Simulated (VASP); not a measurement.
# Al (a cell with a defect) in VASP: relaxation of the atoms with LDA

Aim: the relaxation of the atoms of Al (a cell with a defect) with LDA.

Program: VASP 6.6.1. These are calculated values, not measurements. Logs are shortened: lines on timing, memory, paths and dates and some standing lists are left out, and cuts for length are marked.

## (1) The cell of the first run

The cell holds a defect, 26 atoms: a = 8.451 Å, b = 8.451 Å, c = 8.451 Å, α = 60.00°, β = 60.00°, γ = 60.00°.

## (2) Relaxation of the atoms, LDA (atoms taken out)

The input, INCAR:

```
  PREC = Accurate
  ENCUT = 520
  EDIFF = 1E-6
  ISMEAR = 0
  SIGMA = 0.1
  LREAL = Auto
  LASPH = T
  NELM = 60
  ALGO = Fast
  ISIF = 2
  LWAVE = F
  LCHARG = F
  IBRION = 2
  NSW = 65
  EDIFFG = -0.025
```

The input, KPOINTS:

```
Automatic mesh
0
Gamma
  4 4 4
```

The input, POSCAR:

```
Al
1.0
   -5.9754190399      0.0000000000      5.9754190399
   -5.9754190399     -5.9754190399      0.0000000000
    0.0000000000     -5.9754190399      5.9754190399
Al
26
Direct
    0.0000000000      0.3333333333      0.0000000000
    0.0000000000      0.0000000000      0.0000000000
    0.0000000000      0.6666666667      0.3333333333
    0.0000000000      0.3333333333      0.3333333333
    0.0000000000      0.0000000000      0.3333333333
    0.0000000000      0.6666666667      0.6666666667
    0.0000000000      0.3333333333      0.6666666667
    0.0000000000      0.0000000000      0.6666666667
    0.3333333333      0.6666666667      0.0000000000
    0.3333333333      0.3333333333      0.0000000000
    0.3333333333      0.0000000000      0.0000000000
    0.3333333333      0.6666666667      0.3333333333
    0.3333333333      0.3333333333      0.3333333333
    0.3333333333      0.0000000000      0.3333333333
    0.3333333333      0.6666666667      0.6666666667
    0.3333333333      0.3333333333      0.6666666667
    0.3333333333      1.0000000000      0.6666666667
    0.6666666667      0.6666666667      0.0000000000
    0.6666666667      0.3333333333      0.0000000000
    0.6666666667      0.0000000000      0.0000000000
    0.6666666667      0.6666666667      0.3333333333
    0.6666666667      0.3333333333      0.3333333333
    0.6666666667      1.0000000000      0.3333333333
    0.6666666667      0.6666666667      0.6666666667
    0.6666666667      0.3333333333      0.6666666667
    0.6666666667      0.0000000000      0.6666666667
```

Potentials or basis: VASP PAW LDA potentials, release 64 (Al).

Run with:

```sh
$ cat potpaw_LDA.64/Al/POTCAR > POTCAR
$ mpirun -np 1 vasp_std > vasp.out
```

OUTCAR:

```text
PREC = Accurate
   ENCUT = 520
   EDIFF = 1E-6
   ISMEAR = 0
   LREAL = Auto
   LASPH = T
   NELM = 60
   ISIF = 2
   IBRION = 2
   NSW = 65
   EDIFFG = -0.025

 ion  position               nearest neighbor table
   1  0.000  0.333  0.000-   2 2.82   4 2.82   5 2.82   7 2.82  10 2.82  11 2.82  16 2.82  19 2.82
                            22 2.82   6 2.82  18 2.82
   2  0.000  0.000  0.000-   1 2.82   3 2.82   5 2.82   7 2.82   8 2.82   9 2.82  11 2.82  17 2.82
                            19 2.82  20 2.82  23 2.82
   3  0.000  0.667  0.333-   2 2.82   5 2.82   9 2.82  12 2.82  21 2.82  23 2.82  13 2.82  24 2.82
                             4 2.82   6 2.82   7 2.82
   4  0.000  0.333  0.333-   1 2.82   5 2.82  10 2.82  13 2.82  14 2.82  22 2.82  21 2.82   8 2.82
                            25 2.82   7 2.82   3 2.82
   5  0.000  0.000  0.333-   1 2.82   2 2.82   3 2.82   4 2.82  11 2.82  12 2.82  14 2.82  22 2.82
                            23 2.82   6 2.82  26 2.82   8 2.82
   6  0.000  0.667  0.667-   8 2.82  15 2.82  18 2.82  24 2.82  26 2.82  16 2.82   1 2.82  12 2.82
                             5 2.82   7 2.82   3 2.82
   7  0.000  0.333  0.667-   1 2.82   2 2.82   8 2.82  16 2.82  17 2.82  19 2.82  25 2.82  24 2.82
                            13 2.82   4 2.82   6 2.82   3 2.82
   8  0.000  0.000  0.667-   2 2.82   6 2.82   7 2.82  15 2.82  17 2.82  20 2.82  25 2.82  26 2.82
                            14 2.82   4 2.82   5 2.82
   9  0.333  0.667  0.000-   2 2.82   3 2.82  11 2.82  12 2.82  15 2.82  17 2.82  13 2.82  24 2.82
[... 21 lines left out ...]
  20  0.667  0.000  0.000-   2 2.82   8 2.82  18 2.82  19 2.82  21 2.82  23 2.82  25 2.82  26 2.82
                            10 2.82  14 2.82  11 2.82
  21  0.667  0.667  0.333-   3 2.82  18 2.82  20 2.82  23 2.82  14 2.82   4 2.82  15 2.82  22 2.82
                            12 2.82  24 2.82  25 2.82
  22  0.667  0.333  0.333-   1 2.82   4 2.82   5 2.82  19 2.82  23 2.82  18 2.82  26 2.82  13 2.82
                            21 2.82  16 2.82  25 2.82  12 2.82
  23  0.667  0.000  0.333-   2 2.82   3 2.82   5 2.82  19 2.82  20 2.82  21 2.82  22 2.82  13 2.82
                            24 2.82  17 2.82  14 2.82  26 2.82
  24  0.667  0.667  0.667-   6 2.82  18 2.82  26 2.82   9 2.82  17 2.82   3 2.82  19 2.82  23 2.82
                             7 2.82  15 2.82  25 2.82  21 2.82
  25  0.667  0.333  0.667-   7 2.82   8 2.82  19 2.82  20 2.82  26 2.82  10 2.82   4 2.82  16 2.82
                            21 2.82  22 2.82  24 2.82  15 2.82
  26  0.667  0.000  0.667-   6 2.82   8 2.82  18 2.82  20 2.82  24 2.82  25 2.82  11 2.82  22 2.82
                            16 2.82   5 2.82  17 2.82  23 2.82

  LATTYP: Found a face centered cubic cell.
 ALAT       =    11.9508380798

  Lattice vectors:

 A1 = (  -5.9754190399,   0.0000000000,   5.9754190399)
 A2 = (  -5.9754190399,  -5.9754190399,   0.0000000000)
 A3 = (   0.0000000000,  -5.9754190399,   5.9754190399)

Analysis of symmetry for initial positions (statically):
=====================================================================
 Subroutine PRICEL returns:
 Original cell was already a primitive cell.

 Routine SETGRP: Setting up the symmetry group for a
 face centered cubic supercell.

 Subroutine GETGRP returns: Found 48 space group operations
 (whereof  4 operations were pure point group operations)
 out of a pool of 48 trial point group operations.

The static configuration has the point symmetry C_2v.
 The point group associated with its full space group is O_h .

Analysis of symmetry for dynamics (positions and initial velocities):
=====================================================================
 Subroutine PRICEL returns:
 Original cell was already a primitive cell.

 Routine SETGRP: Setting up the symmetry group for a
 face centered cubic supercell.

 Subroutine GETGRP returns: Found 48 space group operations
 (whereof  4 operations were pure point group operations)
 out of a pool of 48 trial point group operations.

The dynamic configuration has the point symmetry C_2v.
 The point group associated with its full space group is O_h .

 Subroutine INISYM returns: Found 48 space group operations
 (whereof  4 operations are pure point group operations),
 and found     1 'primitive' translations

----------------------------------------------------------------------------------------

                                     Primitive cell

  volume of cell :     426.7122

  direct lattice vectors                    reciprocal lattice vectors
    -5.975419040  0.000000000  5.975419040    -0.083676140  0.083676140  0.083676140
    -5.975419040 -5.975419040  0.000000000    -0.083676140 -0.083676140 -0.083676140
     0.000000000 -5.975419040  5.975419040     0.083676140 -0.083676140  0.083676140

  length of vectors
[... 76 lines left out ...]

  Shift w.r.t. Gamma in fractional coordinates (k-lattice)
     0.000000000  0.000000000  0.000000000

 Subroutine IBZKPT returns following result:
 ===========================================

 Found      8 irreducible k-points:

 Following reciprocal coordinates:
            Coordinates               Weight
  0.000000  0.000000  0.000000      1.000000
  0.250000  0.000000  0.000000      8.000000
  0.500000  0.000000  0.000000      4.000000
  0.250000  0.250000  0.000000      6.000000
  0.500000  0.250000  0.000000     24.000000
 -0.250000  0.250000  0.000000     12.000000
  0.500000  0.500000  0.000000      3.000000
 -0.250000  0.500000  0.250000      6.000000
   k-points           NKPTS =      8   k-points in BZ     NKDIM =      8   number of bands    NBANDS=     53
   number of dos      NEDOS =    301   number of ions     NIONS =     26
   total plane-waves  NPLWV = 262144
   dimension x,y,z NGX =    64 NGY =   64 NGZ =   64
   dimension x,y,z NGXF=   128 NGYF=  128 NGZF=  128
   ions per type =              26
   NGX,Y,Z   is equivalent  to a cutoff of  12.59, 12.59, 12.59 a.u.
   NGXF,Y,Z  is equivalent  to a cutoff of  25.18, 25.18, 25.18 a.u.
 SYSTEM =  unknown system
   PREC   = accura    normal or accurate (medium, high low for compatibility)
   ISTART =      0    job   : 0-new  1-cont  2-samecut
   ICHARG =      2    charge: 1-file 2-atom 10-const
   ISPIN  =      1    spin polarized calculation?
   LNONCOLLINEAR =      F non collinear calculations
   LSORBIT =      F    spin-orbit coupling
   LASPH  =      T    aspherical Exc in radial PAW
   ENCUT  =  520.0 eV  38.22 Ry    6.18 a.u.  15.71 15.71 15.71*2*pi/ulx,y,z
   NELM   =     60;   NELMIN=  2; NELMDL= -5     # of ELM steps
   EDIFF  = 0.1E-05   stopping-criterion for ELM
   LREAL  =      T    real-space projection
   EDIFFG = -.3E-01   stopping-criterion for IOM
   NSW    =     65    number of steps for IOM
   IBRION =      2    ionic relax: 0-MD 1-quasi-New 2-CG
   NFREE  =      1    steps in history (QN), initial steepest desc. (CG)
   ISIF   =      2    stress and relaxation
   ISYM   =      2    0-nonsym 1-usesym 2-fastsym
   POTIM  = 0.5000    time-step for ionic-motion
   TEBEG  =    0.0;   TEEND  =   0.0 temperature during run
   PSTRESS=    0.0 pullay stress
   NELECT =      78.0000    total number of electrons
   NUPDOWN=      -1.0000    fix difference up-down
   EMIN   =  10.00;   EMAX   =-10.00  energy-range for DOS
   EFERMI =   0.00;   METHOD = LEGACY
   ISMEAR =     0;   SIGMA  =   0.10  broadening in eV -4-tet -1-fermi 0-gaus
   EFERMI_NEDOS =   21; number of points for ismear=-14 and -15
   IALGO  =     68    algorithm
   IMIX   =      4    mixing-type and parameters
     AMIX     =   0.40;   BMIX     =  1.00
     AMIX_MAG =   1.60;   BMIX_MAG =  1.00
  volume/ion in A,a.u.               =      16.41       110.75
  Fermi-wavevector in a.u.,A,eV,Ry     =   0.929098  1.755740 11.744853  0.863222
  Thomas-Fermi vector in A             =   2.055344
   LORBIT       =      0    0 simple, 1 ext, 2 COOP (PROOUT), +10 PAW based schemes
   GGA     = CA    functional components
   LHFCALC =     F    Hartree Fock is set to
   AEXX    =    0.0000 exact exchange contribution
   IVDW    =     0    specifies the selected vdW correction
   LEPSILON=     F    determine dielectric tensor
   LRPA    =     F    only Hartree local field effects (RPA)
 conjugate gradient relaxation of ions
 non-spin polarized calculation
 RMM-DIIS sequential band-by-band and
 Gauss-broadening in eV      SIGMA  =   0.10
  energy-cutoff  :      520.00
  volume of cell :      426.71
 maximum number of plane-waves:     11575
 NGX is ok and might be reduce to    64
   NGX = 31   NGY = 31   NGZ = 31

--------------------------------------- Ionic step        1  -------------------------------------------

 number of electron      78.0000000 magnetization

 Free energy of the ion-electron system (eV)
  ---------------------------------------------------
  ext. energy  EPLUGINS =         0.00000000
  ---------------------------------------------------
  free energy    TOTEN  =      -108.22189049 eV

  energy without entropy =     -108.17588398  energy(sigma->0) =     -108.19888723

------------------------ aborting loop because EDIFF is reached ----------------------------------------

  FORCE on cell =-STRESS in cart. coord.  units (eV):
  Direction    XX          YY          ZZ          XY          YZ          ZX
  --------------------------------------------------------------------------------------
  -------------------------------------------------------------------------------------
  Total       -1.3229464     -1.3229464     -1.3229464     -0.0000000      0.0000000      0.0000000
  in kB       -4.9672696     -4.9672696     -4.9672696     -0.0000000      0.0000000      0.0000000
  external PRESSURE =      -4.9672696 kB  Pullay stress =       0.0000000 kB
[... 107 lines left out ...]
--------------------------------------- Ionic step        3  -------------------------------------------

 number of electron      78.0000000 magnetization

 Free energy of the ion-electron system (eV)
  ---------------------------------------------------
  ext. energy  EPLUGINS =         0.00000000
  ---------------------------------------------------
  free energy    TOTEN  =      -108.23805348 eV

  energy without entropy =     -108.18916346  energy(sigma->0) =     -108.21360847

 E-fermi :   7.7306     XC(G=0): -10.3308

 val. band max:        7.6963654315   @ k =   0.5000   0.0000   0.0000
 cond. band min:       7.7549954805   @ k =   0.2500   0.2500   0.0000
 fundamental gap:      0.0586300491
 Fermi energy:         7.7305822800

 k-point     1 :       0.0000    0.0000    0.0000
  band No.  band energies     occupation
      1      -3.4129      2.00000
      2      -0.4810      2.00000
      3      -0.4500      2.00000
      4      -0.4500      2.00000
      5      -0.4500      2.00000
      6      -0.3764      2.00000
[... 421 lines left out ...]
     50       9.7065      0.00000
     51       9.8925      0.00000
 [bands above 51 left out]

------------------------ aborting loop because EDIFF is reached ----------------------------------------

  FORCE on cell =-STRESS in cart. coord.  units (eV):
  Direction    XX          YY          ZZ          XY          YZ          ZX
  --------------------------------------------------------------------------------------
  -------------------------------------------------------------------------------------
  Total       -1.5292829     -1.5292829     -1.5292829      0.0000000      0.0000000     -0.0000000
  in kB       -5.7420017     -5.7420017     -5.7420017      0.0000000      0.0000000     -0.0000000
  external PRESSURE =      -5.7420017 kB  Pullay stress =       0.0000000 kB
[... 41 lines left out ...]
  FREE ENERGIE OF THE ION-ELECTRON SYSTEM (eV)
  ---------------------------------------------------
  free  energy   TOTEN  =      -108.2380534770 eV

  energy  without entropy=     -108.1891634594  energy(sigma->0) =     -108.21360847

 reached required accuracy - stopping structural energy minimisation
```

Wall time 8.7 min (1 thread of Oxide Virtual Turin-like, shared host); peak memory 0.41 GiB.

Results:

```
Free energy                  : -108.2381 eV
Energy gained by relaxing    : 0.6 meV/atom
Ionic steps                  : 3
Pressure after relaxing      : -0.6 GPa
Largest force after relaxing : 0.025 eV/Å
Band gap on the k mesh       : zero (bands 39 and 40 overlap by 0.63 eV)
```

Forces on the atoms (eV/Å):
```
Al   0.007  0.007  0.000
Al  -0.007 -0.007  0.000
Al   0.000 -0.007  0.007
Al   0.007  0.000  0.007
Al   0.001 -0.001 -0.001
Al   0.000  0.007 -0.007
Al  -0.001  0.001  0.001
Al  -0.007  0.000 -0.007
Al  -0.007  0.000  0.007
Al   0.000  0.007  0.007
Al  -0.001  0.001 -0.001
Al   0.001  0.001  0.001
Al   0.000  0.000  0.025
Al  -0.001 -0.001  0.001
Al  -0.007  0.007  0.000
Al   0.000  0.025  0.000
Al  -0.025  0.000  0.000
Al   0.007  0.000 -0.007
Al   0.001 -0.001  0.001
Al   0.000 -0.007 -0.007
Al   0.007 -0.007  0.000
Al   0.025  0.000  0.000
Al   0.000 -0.025  0.000
Al  -0.001 -0.001 -0.001
Al   0.001  0.001 -0.001
Al   0.000  0.000 -0.025
```

Step by step:
```
step  energy change (eV)  largest force (eV/Å)  pressure (GPa)
   1              0.0000                0.1274           -0.50
   2             -0.0085                0.0888           -0.52
   3             -0.0162                0.0250           -0.57
```

Final structure:
```xyz
26
Lattice="-5.9754 0.0000 5.9754 -5.9754 -5.9754 0.0000 0.0000 -5.9754 5.9754" Properties=species:S:1:pos:R:3 pbc="T T T"
Al   -2.0074   -2.0074    0.0000
Al   -5.9598   -5.9598    0.0000
Al   -3.9836   -5.9598    1.9762
Al   -2.0074   -3.9836    1.9762
Al   -5.9733   -1.9939    7.9651
Al   -3.9836   -7.9828    3.9992
Al   -1.9939   -5.9733    3.9857
Al   -5.9598   -9.9590    3.9992
Al   -5.9598   -3.9836    1.9762
Al   -3.9836   -2.0074    1.9762
Al   -1.9939   -5.9733    7.9651
Al   -5.9733   -5.9733    3.9857
Al   -3.9836   -3.9836    3.9761
Al   -1.9939   -1.9939    3.9857
Al   -5.9598   -7.9828    5.9754
Al   -3.9836   -5.9829    5.9754
Al   -7.9598   -9.9590    5.9754
Al   -7.9828   -3.9836    3.9992
Al   -5.9733   -1.9939    3.9857
Al   -9.9590   -5.9598    3.9992
Al   -7.9828   -5.9598    5.9754
Al   -5.9829   -3.9836    5.9754
Al   -9.9590   -7.9598    5.9754
Al   -7.9693   -7.9693    7.9651
Al   -5.9733   -5.9733    7.9651
Al   -9.9590   -9.9590    7.9747
```

Levels at points of the mesh, in eV from the Fermi level:
```tsv
k point	band 37	band 38	band 39	band 40	band 41	band 42
(0.00, 0.00, 0.00)	-0.38	-0.38	-0.38	0.56	0.56	0.56
(0.50, 0.00, 0.00)	-0.46	-0.23	-0.23	-0.03	1.26	1.26
(0.50, 0.50, 0.00)	-0.42	-0.42	-0.34	0.22	0.91	0.99
```

Caveat: the cell differs from its parent crystal (atoms taken out).

The gap in the log of VASP goes by the Fermi energy; the results here count the filled bands.